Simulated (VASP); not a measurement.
A run of VASP 6.6.1 is set up as follows.

Contents of INCAR:

```
SYSTEM = In
PREC     = Accurate       ! precision mode
ENCUT    = 520            ! plane-wave cutoff, eV
EDIFF    = 1E-6           ! SCF threshold, eV
ISMEAR   = 0              ! smearing method
SIGMA    = 0.15           ! smearing width, eV
LREAL    = .FALSE.        ! projectors in reciprocal space
LASPH    = .TRUE.         ! aspherical terms in the spheres
NELM     = 80             ! most SCF steps
ALGO     = Fast           ! electronic algorithm
ISIF     = 2              ! what is computed and relaxed
LWAVE    = .FALSE.        ! write WAVECAR
LCHARG   = .FALSE.        ! write CHGCAR
GGA      = PS             ! functional
NBANDS   = 12             ! bands
```

Contents of KPOINTS:

```
Automatic mesh
0
G
  20 20 20
  0 0 0
```

The input POSCAR:

```
In
1.0
   -1.8521566192      1.8521566192      1.9447644502
    1.8521566192     -1.8521566192      1.9447644502
    1.8521566192      1.8521566192     -1.9447644502
In
1
Direct
    0.0000000000      0.0000000000      0.0000000000
```

Potentials or basis: VASP PAW PBE potentials, release 64 (In_d).

The run is started by

```console
$ cat potpaw_PBE.64/In_d/POTCAR > POTCAR
$ mpirun -np 1 vasp_std > vasp.out
```

(1) What does it give for the pressure?

## Answers

(1) -1.3 GPa.

Caveat: the PAW data sets were made with another functional, which shifts forces and pressure a little.
